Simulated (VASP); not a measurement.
# SiC (P1) in VASP: a series of runs

The runs below take SiC through single point, with r2SCAN.

All numbers are computed with VASP 6.6.1; they aren't measurements. Logs are shortened: lines on timing, memory, paths and dates and some standing lists are left out, and cuts for length are marked.

## 1. The cell of the first run

The typed cell holds 8 atoms: a = 3.076 Å, b = 3.076 Å, c = 10.101 Å, α = 89.13°, β = 88.25°, γ = 60.00°.

## 2. Single point, r2SCAN (the part above a cut slid along it)

Contents of POSCAR:

```
SiC
1.0
   -3.0759982064      0.0000000000      0.0000000000
   -1.5379991032     -2.6638925888      0.0000000000
   -0.3075998206      0.0000000000     10.0960000000
Si C
4 4
Direct
    0.2679583333      0.3333333333      0.6537500000
    0.3179583333      0.3333333333      0.1537500000
    0.5762916667      0.6666666667      0.9037500000
    0.6262916667      0.6666666667      0.4037500000
    0.2487083333      0.3333333333      0.8462500000
    0.2987083333      0.3333333333      0.3462500000
    0.6570416667      0.6666666667      0.0962500000
    0.6070416667      0.6666666667      0.5962500000
```

Contents of INCAR.step1:

```
SYSTEM = SiC
PREC = Accurate
ENCUT = 520
ISMEAR = 0
SIGMA = 0.05
LREAL = .FALSE.
LASPH = .TRUE.
NELM = 100
NBANDS = 26
GGA = PE
ALGO = Normal
EDIFF = 1E-4
LWAVE = .TRUE.
LCHARG = .FALSE.
```

Contents of INCAR.step2:

```
SYSTEM = SiC
PREC = Accurate
ENCUT = 520
EDIFF = 1E-6
ISMEAR = 0
SIGMA = 0.05
LREAL = .FALSE.
LASPH = .TRUE.
NELM = 100
ALGO = Normal
ISIF = 2
LWAVE = .FALSE.
LCHARG = .TRUE.
METAGGA = R2SCAN
LMIXTAU = .TRUE.
LELF = .TRUE.
LVHAR = .TRUE.
NBANDS = 26
ISTART = 1
```

Contents of KPOINTS:

```
Automatic mesh
0
G
  8 8 3
  0 0 0
```

Potentials or basis: VASP PAW PBE potentials, release 64 (Si, C).

The run is started by

```console
cat potpaw_PBE.64/Si/POTCAR potpaw_PBE.64/C/POTCAR > POTCAR
cp INCAR.step1 INCAR
mpirun -np 1 vasp_std > vasp.out
cp INCAR.step2 INCAR
mpirun -np 1 vasp_std > vasp.out
```

OUTCAR:

```text
SYSTEM = SiC
   PREC = Accurate
   ENCUT = 520
   EDIFF = 1E-6
   ISMEAR = 0
   LREAL = .FALSE.
   LASPH = .TRUE.
   NELM = 100
   ISIF = 2
   METAGGA = R2SCAN
   ISTART = 1

 ion  position               nearest neighbor table
   1  0.268  0.333  0.654-   8 1.87   8 1.87   8 1.87   5 1.94   4 3.09   3 3.09   3 3.09   4 3.09
                             3 3.09   4 3.09
   2  0.318  0.333  0.154-   7 1.87   7 1.87   7 1.87   6 1.94   3 2.94   4 3.09   4 3.09   4 3.09
                             3 3.10
   3  0.576  0.667  0.904-   5 1.87   5 1.87   5 1.87   7 1.97   2 2.94   1 3.09   1 3.09   1 3.09
                             2 3.10
   4  0.626  0.667  0.404-   6 1.87   6 1.87   6 1.87   8 1.94   1 3.09   2 3.09   2 3.09   1 3.09
                             2 3.09   1 3.09
   5  0.249  0.333  0.846-   3 1.87   3 1.87   3 1.87   1 1.94
   6  0.299  0.333  0.346-   4 1.87   4 1.87   4 1.87   2 1.94
   7  0.657  0.667  0.096-   2 1.87   2 1.87   2 1.87   3 1.97
   8  0.607  0.667  0.596-   1 1.87   1 1.87   1 1.87   4 1.94

  LATTYP: Found a base centered monoclinic cell.
 ALAT       =     3.0759982064
 B/A-ratio  =     1.7320508076
 C/A-ratio  =     3.2837095906
 COS(beta)  =    -0.0304533630

  Lattice vectors:

 A1 = (   1.5379991032,  -2.6638925888,   0.0000000000)
 A2 = (   1.5379991032,   2.6638925888,   0.0000000000)
 A3 = (  -0.3075998206,   0.0000000000,  10.0960000000)

Analysis of symmetry for initial positions (statically):
=====================================================================
 Subroutine PRICEL returns:
 Original cell was already a primitive cell.

 Routine SETGRP: Setting up the symmetry group for a
 base centered monoclinic supercell.

 Subroutine GETGRP returns: Found  1 space group operations
 (whereof  1 operations were pure point group operations)
 out of a pool of  4 trial point group operations.

The static configuration has the point symmetry C_1 .

Analysis of symmetry for dynamics (positions and initial velocities):
=====================================================================
 Subroutine PRICEL returns:
 Original cell was already a primitive cell.

 Routine SETGRP: Setting up the symmetry group for a
 base centered monoclinic supercell.

 Subroutine GETGRP returns: Found  1 space group operations
 (whereof  1 operations were pure point group operations)
 out of a pool of  4 trial point group operations.

The dynamic configuration has the point symmetry C_1 .

 Subroutine INISYM returns: Found  1 space group operations
 (whereof  1 operations are pure point group operations),
 and found     1 'primitive' translations

----------------------------------------------------------------------------------------

                                     Primitive cell

  volume of cell :      82.7279

  direct lattice vectors                    reciprocal lattice vectors
    -3.075998206  0.000000000  0.000000000    -0.325097719  0.187695255 -0.009904913
    -1.537999103 -2.663892589  0.000000000     0.000000000 -0.375390511  0.000000000
    -0.307599821  0.000000000 10.096000000     0.000000000  0.000000000  0.099049128

  length of vectors
     3.075998206  3.075998206 10.100684811     0.375521162  0.375390511  0.099049128

  position of ions in fractional coordinates (direct lattice)
     0.267958333  0.333333333  0.653750000
     0.317958333  0.333333333  0.153750000
     0.576291667  0.666666667  0.903750000
     0.626291667  0.666666667  0.403750000
     0.248708333  0.333333333  0.846250000
     0.298708333  0.333333333  0.346250000
     0.657041667  0.666666667  0.096250000
     0.607041667  0.666666667  0.596250000

  ion indices of the primitive-cell ions
   primitive index   ion index
                 1           1
                 2           2
                 3           3
                 4           4
                 5           5
                 6           6
                 7           7
                 8           8

----------------------------------------------------------------------------------------

 KPOINTS: Automatic mesh

Automatic generation of k-mesh.
 Grid dimensions read from file:
 generate k-points for:    8    8    3

 Generating k-lattice:

  Cartesian coordinates                     Fractional coordinates (reciprocal lattice)
    -0.040637215  0.023461907 -0.001238114     0.125000000  0.000000000  0.000000000
     0.000000000 -0.046923814  0.000000000     0.000000000  0.125000000  0.000000000
     0.000000000  0.000000000  0.033016376     0.000000000  0.000000000  0.333333333

  Length of vectors
     0.046940145  0.046923814  0.033016376

  Shift w.r.t. Gamma in fractional coordinates (k-lattice)
     0.000000000  0.000000000  0.000000000

 Subroutine IBZKPT returns following result:
 ===========================================

 Found     98 irreducible k-points:

 Following reciprocal coordinates:
            Coordinates               Weight
  0.000000  0.000000  0.000000      1.000000
  0.125000  0.000000  0.000000      2.000000
 -0.125000 -0.125000  0.000000      2.000000
  0.250000  0.000000  0.000000      2.000000
 -0.250000 -0.250000  0.000000      2.000000
  0.375000  0.000000  0.000000      2.000000
[... 16 lines left out ...]
  0.500000  0.250000  0.000000      2.000000
 -0.375000  0.250000  0.000000      2.000000
 [... further k-points ...]
   k-points           NKPTS =     98   k-points in BZ     NKDIM =     98   number of bands    NBANDS=     26
   number of dos      NEDOS =    301   number of ions     NIONS =      8
   total plane-waves  NPLWV =  46080
   dimension x,y,z NGX =    24 NGY =   24 NGZ =   80
   dimension x,y,z NGXF=    48 NGYF=   48 NGZF=  160
   ions per type =               4   4
   NGX,Y,Z   is equivalent  to a cutoff of  12.97, 12.97, 13.17 a.u.
   NGXF,Y,Z  is equivalent  to a cutoff of  25.94, 25.94, 26.33 a.u.
 SYSTEM =  SiC
   PREC   = accura    normal or accurate (medium, high low for compatibility)
   ISTART =      1    job   : 0-new  1-cont  2-samecut
   ICHARG =      0    charge: 1-file 2-atom 10-const
   ISPIN  =      1    spin polarized calculation?
   LNONCOLLINEAR =      F non collinear calculations
   LSORBIT =      F    spin-orbit coupling
   LASPH  =      T    aspherical Exc in radial PAW
   ENCUT  =  520.0 eV  38.22 Ry    6.18 a.u.   5.72  5.72 18.78*2*pi/ulx,y,z
   NELM   =    100;   NELMIN=  2; NELMDL=  0     # of ELM steps
   EDIFF  = 0.1E-05   stopping-criterion for ELM
   LREAL  =      F    real-space projection
   EDIFFG = 0.1E-04   stopping-criterion for IOM
   NSW    =      0    number of steps for IOM
   IBRION =     -1    ionic relax: 0-MD 1-quasi-New 2-CG
   NFREE  =      0    steps in history (QN), initial steepest desc. (CG)
   ISIF   =      2    stress and relaxation
   ISYM   =      2    0-nonsym 1-usesym 2-fastsym
   POTIM  = 0.5000    time-step for ionic-motion
   TEBEG  =    0.0;   TEEND  =   0.0 temperature during run
   PSTRESS=    0.0 pullay stress
   NELECT =      32.0000    total number of electrons
   NUPDOWN=      -1.0000    fix difference up-down
   EMIN   =  10.00;   EMAX   =-10.00  energy-range for DOS
   EFERMI =   0.00;   METHOD = LEGACY
   ISMEAR =     0;   SIGMA  =   0.05  broadening in eV -4-tet -1-fermi 0-gaus
   EFERMI_NEDOS =   21; number of points for ismear=-14 and -15
   IALGO  =     38    algorithm
   IMIX   =      4    mixing-type and parameters
     AMIX     =   0.40;   BMIX     =  1.00
     AMIX_MAG =   1.60;   BMIX_MAG =  1.00
  volume/ion in A,a.u.               =      10.34        69.78
  Fermi-wavevector in a.u.,A,eV,Ry     =   1.192818  2.254099 19.358564  1.422814
  Thomas-Fermi vector in A             =   2.328847
   LORBIT       =      0    0 simple, 1 ext, 2 COOP (PROOUT), +10 PAW based schemes
   METAGGA = R2SCAN    functional components
   LHFCALC =     F    Hartree Fock is set to
   AEXX    =    0.0000 exact exchange contribution
   IVDW    =     0    specifies the selected vdW correction
   LEPSILON=     F    determine dielectric tensor
   LRPA    =     F    only Hartree local field effects (RPA)
 non-spin polarized calculation
 Gauss-broadening in eV      SIGMA  =   0.05
  energy-cutoff  :      520.00
  volume of cell :       82.73
 maximum number of plane-waves:      2250
   NGX = 11   NGY = 11   NGZ = 37

 number of electron      31.9999999 magnetization

 Free energy of the ion-electron system (eV)
  ---------------------------------------------------
  ext. energy  EPLUGINS =         0.00000000
  ---------------------------------------------------
  free energy    TOTEN  =       -77.04377515 eV

  energy without entropy =      -77.04377515  energy(sigma->0) =      -77.04377515

 E-fermi :   8.6956     XC(G=0): -11.9298

 val. band max:        8.4156573422   @ k =   0.0000   0.0000   0.0000
 cond. band min:      11.1929795528   @ k =   0.3750  -0.3750   0.0000
 fundamental gap:      2.7773222106
 Fermi energy:         8.6956141774

 k-point     1 :       0.0000    0.0000    0.0000
  band No.  band energies     occupation
      1      -8.2125      2.00000
      2      -6.9893      2.00000
      3      -6.9784      2.00000
      4      -4.6475      2.00000
      5      -0.6764      2.00000
      6       3.6570      2.00000
[... 18 lines left out ...]
     25      16.0595      0.00000
     26      16.1912      0.00000

 k-point     2 :       0.1250    0.0000    0.0000
  band No.  band energies     occupation
      1      -7.9316      2.00000
      2      -6.7409      2.00000
      3      -6.6831      2.00000
      4      -4.4122      2.00000
      5      -0.4147      2.00000
      6       3.6891      2.00000
[... 18 lines left out ...]
     25      16.3320      0.00000
     26      16.6898      0.00000

 k-point     3 :      -0.1250   -0.1250    0.0000
  band No.  band energies     occupation
      1      -7.9316      2.00000
      2      -6.7404      2.00000
      3      -6.6831      2.00000
      4      -4.4101      2.00000
      5      -0.4160      2.00000
      6       3.6976      2.00000
[... 18 lines left out ...]
     25      16.3663      0.00000
     26      16.7001      0.00000

 k-point     4 :       0.2500    0.0000    0.0000
  band No.  band energies     occupation
      1      -7.1084      2.00000
      2      -5.9780      2.00000
      3      -5.8677      2.00000
      4      -3.7693      2.00000
      5       0.2992      2.00000
      6       2.7180      2.00000
[... 18 lines left out ...]
     25      16.9665      0.00000
     26      17.9193      0.00000
[... 496 lines left out ...]
      1      -7.1102      2.00000
      2      -5.9297      2.00000
      3      -5.9174      2.00000
      4      -3.7608      2.00000
      5       0.2905      2.00000
      6       2.7851      2.00000
[... 18 lines left out ...]
     25      16.9801      0.00000
     26      17.9061      0.00000

 k-point    23 :       0.5000    0.2500    0.0000
  band No.  band energies     occupation
      1      -5.1232      2.00000
      2      -4.2231      2.00000
      3      -4.0453      2.00000
      4      -2.8986      2.00000
      5       0.5247      2.00000
      6       0.7096      2.00000
[... 18 lines left out ...]
     25      17.9251      0.00000
     26      18.1738      0.00000

 k-point    24 :      -0.3750    0.2500    0.0000
  band No.  band energies     occupation
      1      -4.0651      2.00000
      2      -3.5596      2.00000
      3      -3.3994      2.00000
      4      -3.3118      2.00000
      5      -0.0815      2.00000
      6       0.1293      2.00000
[... 18 lines left out ...]
     25      18.1368      0.00000
     26      18.3739      0.00000

 [... further k-points ...]

------------------------ aborting loop because EDIFF is reached ----------------------------------------

  FORCE on cell =-STRESS in cart. coord.  units (eV):
  Direction    XX          YY          ZZ          XY          YZ          ZX
  --------------------------------------------------------------------------------------
  -------------------------------------------------------------------------------------
  Total        0.3329979      0.7698581     -1.2932559     -0.3071662     -0.1228707      2.4366100
  in kB        6.4491126     14.9097082    -25.0462615     -5.9488346     -2.3796164     47.1894028
  external PRESSURE =      -1.2291469 kB  Pullay stress =       0.0000000 kB

 VOLUME and BASIS-vectors are now :
 -----------------------------------------------------------------------------
  energy-cutoff  :      520.00
  volume of cell :       82.73
      direct lattice vectors                 reciprocal lattice vectors
    -3.075998206  0.000000000  0.000000000    -0.325097719  0.187695255 -0.009904913
    -1.537999103 -2.663892589  0.000000000     0.000000000 -0.375390511  0.000000000
    -0.307599821  0.000000000 10.096000000     0.000000000  0.000000000  0.099049128

 POSITION                                       TOTAL-FORCE (eV/Angst)
 -----------------------------------------------------------------------------------
     -1.53800     -0.88796      6.60026        -0.068637      0.014020      0.737384
     -1.53800     -0.88796      1.55226         0.085756      0.040858      0.805718
     -3.07600     -1.77593      9.12426        -0.907388     -0.042980      0.819681
     -3.07600     -1.77593      4.07626         0.008689      0.000760      0.748208
     -1.53800     -0.88796      8.54374        -0.024723      0.052307     -0.790900
     -1.53800     -0.88796      3.49574         0.064905     -0.004492     -0.742008
     -3.07600     -1.77593      0.97174         0.844145     -0.062585     -0.824716
     -3.07600     -1.77593      6.01974        -0.002747      0.002111     -0.753366
 -----------------------------------------------------------------------------------
    total drift:                               -0.000429     -0.000008      0.000195

  FREE ENERGIE OF THE ION-ELECTRON SYSTEM (eV)
  ---------------------------------------------------
  free  energy   TOTEN  =       -77.0437751463 eV

  energy  without entropy=      -77.0437751463  energy(sigma->0) =      -77.04377515
```

Run time: 11 min. Hardware: 1 thread of Intel Xeon 8259CL, shared host; peak memory 0.31 GiB.

Results:

* Free energy: -77.0438 eV
* Pressure: -0.1 GPa
* Largest force: 1.224 eV/Å
* Band gap on the k mesh: 2.78 eV (least direct gap 4.55 eV)

Forces on the atoms (eV/Å):
```
Si  -0.069  0.014  0.737
Si   0.086  0.041  0.806
Si  -0.907 -0.043  0.820
Si   0.009  0.001  0.748
C   -0.025  0.052 -0.791
C    0.065 -0.004 -0.742
C    0.844 -0.063 -0.825
C   -0.003  0.002 -0.753
```

Caveat: the cell differs from its parent crystal (the part above a cut slid along it); the PAW data sets were made with another functional, which shifts forces and pressure a little.

## 3. Single point, r2SCAN (the part above a cut slid along it)

Contents of POSCAR:

```
SiC
1.0
   -3.0759982064      0.0000000000      0.0000000000
   -1.5379991032     -2.6638925888      0.0000000000
   -0.9227994619      0.0000000000     10.0960000000
Si C
4 4
Direct
    0.1372083333      0.3333333333      0.6537500000
    0.2872083333      0.3333333333      0.1537500000
    0.3955416667      0.6666666667      0.9037500000
    0.5455416667      0.6666666667      0.4037500000
    0.0794583333      0.3333333333      0.8462500000
    0.2294583333      0.3333333333      0.3462500000
    0.6377916667      0.6666666667      0.0962500000
    0.4877916667      0.6666666667      0.5962500000
```

Contents of INCAR.step1:

```
SYSTEM = SiC
PREC = Accurate
ENCUT = 520
ISMEAR = 0
SIGMA = 0.05
LREAL = .False.
LASPH = .True.
NELM = 80
NBANDS = 26
GGA = PE
ALGO = Normal
EDIFF = 1E-4
LWAVE = .True.
LCHARG = .False.
```

Contents of INCAR.step2:

```
SYSTEM = SiC
PREC = Accurate
ENCUT = 520
EDIFF = 1E-7
ISMEAR = 0
SIGMA = 0.05
LREAL = .False.
LASPH = .True.
NELM = 80
ALGO = Normal
ISIF = 2
LWAVE = .False.
LCHARG = .False.
METAGGA = R2SCAN
LMIXTAU = .True.
NBANDS = 26
ISTART = 1
```

Contents of KPOINTS:

```
regular mesh
0
Gamma
  8 8 3
  0 0 0
```

Potentials or basis: VASP PAW PBE potentials, release 64 (Si, C).

The run is started by

```console
cat potpaw_PBE.64/Si/POTCAR potpaw_PBE.64/C/POTCAR > POTCAR
cp INCAR.step1 INCAR
mpirun -np 1 vasp_std > vasp.out
cp INCAR.step2 INCAR
mpirun -np 1 vasp_std > vasp.out
```

Run time: 11 min. Hardware: 1 thread of Intel Xeon 8259CL, shared host; peak memory 0.31 GiB.

It converged, with:

```
Free energy            : -75.9363 eV
Pressure               : -0.6 GPa
Largest force          : 2.142 eV/Å
Band gap on the k mesh : 1.48 eV (least direct gap 2.84 eV)
```

Forces on the atoms (eV/Å):
```
Si  -0.145  0.124  0.561
Si   0.091  0.266  0.913
Si  -1.963 -0.238  0.728
Si   0.020  0.009  0.626
C   -0.154  0.392 -1.001
C    0.165 -0.039 -0.574
C    1.991 -0.535 -0.582
C   -0.003  0.020 -0.670
```

Stress tensor (GPa, compression positive):
```
-4.42 -1.56 10.72
-1.56  2.12 -2.43
10.72 -2.43  0.52
```

Levels at points of the mesh, in eV from the valence-band top:
```tsv
k point	band 14	band 15	band 16	band 17	band 18	band 19
(0.00, 0.00, 0.00)	-0.88	-0.70	0.00	4.75	5.04	5.87
(0.50, 0.00, 0.00)	-2.98	-2.15	-1.56	2.10	2.60	3.27
(0.50, 0.50, 0.00)	-3.10	-2.27	-1.54	1.81	2.83	3.34
(0.00, 0.50, 0.00)	-2.87	-2.50	-1.95	2.27	2.87	3.25
```

Caveat: the cell differs from its parent crystal (the part above a cut slid along it); the stress differs along the axes, from -4 to 2 GPa; the PAW data sets were made with another functional, which shifts forces and pressure a little.
